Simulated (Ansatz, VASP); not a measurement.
## Two plane-wave programs on MnHg3

```
Hg Mn
1.0
     4.50450    0.00000    0.00000
     0.00000    4.50450    0.00000
     0.00000    0.00000    4.50450
Hg Mn
3 1
Direct
  0.50000 0.50000 0.00000
  0.00000 0.50000 0.50000
  0.50000 0.00000 0.50000
  0.00000 0.00000 0.00000
```

Alike in both runs: task single point; functional PBE; k mesh 6 × 6 × 6; occupations fermi-dirac, width 0.05 eV; collinear spin.

|  | VASP | Ansatz |
| --- | --- | --- |
| version | VASP 6.6.1 | Ansatz 0.2.0 |
| potentials or method | VASP PAW PBE potentials, release 64 (Hg, Mn_pv) | Ansatz PAW |
| plane-wave cutoff (eV) | 520 | 420 |
| valence electrons in the cell | 49 | 75 |

Ansatz gave:

| Item | Value |
| --- | --- |
| gap on the k mesh at the Fermi level (eV) | none |
| pressure (GPa) | -2.2 |
| net moment per atom (μB) | 1.10 |
| size of the moment on the site where the two differ most (μB) | 4.37 |

Task: Which values does VASP return?

Result: gap on the k mesh at the Fermi level (eV): none; pressure (GPa): -2.0; net moment per atom (μB): 1.10; size of the moment on the site where the two differ most (μB): 4.18.

Site moments also hang on the region over which each program counts them. A gap of «none» marks a metal or a gap that the smearing closes. VASP's potentials hold 49 valence electrons a cell and Ansatz's 75, so a difference there can come from the potentials and not from the codes.

Spin-orbit coupling is off throughout.
